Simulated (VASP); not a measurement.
Write the native input for VASP 6.6.1 that does the following.

```yaml
Task: single point
Functional: PBE
Potentials_or_basis: VASP PAW PBE potentials, release 64 (B, P)
Cutoff: 500 eV
k_mesh: 4 × 4 × 3
Occupations: gaussian, width 0.2 eV
Spin: no spin polarisation
Dipole_correction: no
Further_INCAR_settings: ALGO = Normal; EDIFF = 1e-06; NBANDS = 18
```

The structure of B2P3 lies in POSCAR:

```
B2P3
1.0
    5.0107749665     -0.0000000032      0.0000000000
   -2.5053874805      4.3394584153      0.0000000000
    0.0000000000      0.0000000000      4.3542481268
B P
2 3
Direct
    0.6666666667      0.3333333333      0.6932689320
    0.6666666667      0.3333333333      0.3067310680
    0.4977093368      0.5022906632      0.0000000000
    0.4977093368      0.9954186735      0.0000000000
    0.0045813265      0.5022906632      0.0000000000
```

The cell was built from a structure type or drawn by symmetry, and may not be a known phase.

These files were run (other wordings do the same):

INCAR

```
PREC = Accurate
ENCUT = 500
EDIFF = 1E-6
ISMEAR = 0
SIGMA = 0.2
LREAL = False
LASPH = True
NELM = 120
ALGO = Normal
ISIF = 2
LWAVE = False
LCHARG = True
GGA = PE
LELF = True
LVHAR = True
NBANDS = 18
GGA_COMPAT = False
```

KPOINTS

```
Automatic mesh
0
Gamma
  4 4 3
```

Potentials or basis: VASP PAW PBE potentials, release 64 (B, P).

Launch:

```console
$ cat potpaw_PBE.64/B/POTCAR potpaw_PBE.64/P/POTCAR > POTCAR
$ mpirun -np 1 vasp_std > vasp.out
```

Results of the run:

```json
{
 "Pressure": "0.0 GPa",
 "Largest force": "0.067 eV/Å",
 "Band gap on the k mesh": "zero (an odd number of electrons rules out a gap without spin polarisation)"
}
```

Caveat: the k points lie up to 0.48 Å⁻¹ apart, too coarse for converged energies and pressures of a metal.

Wall time 23 s on 1 thread of Intel Xeon 8259CL, with other jobs on the host, peak memory 0.2 GiB.
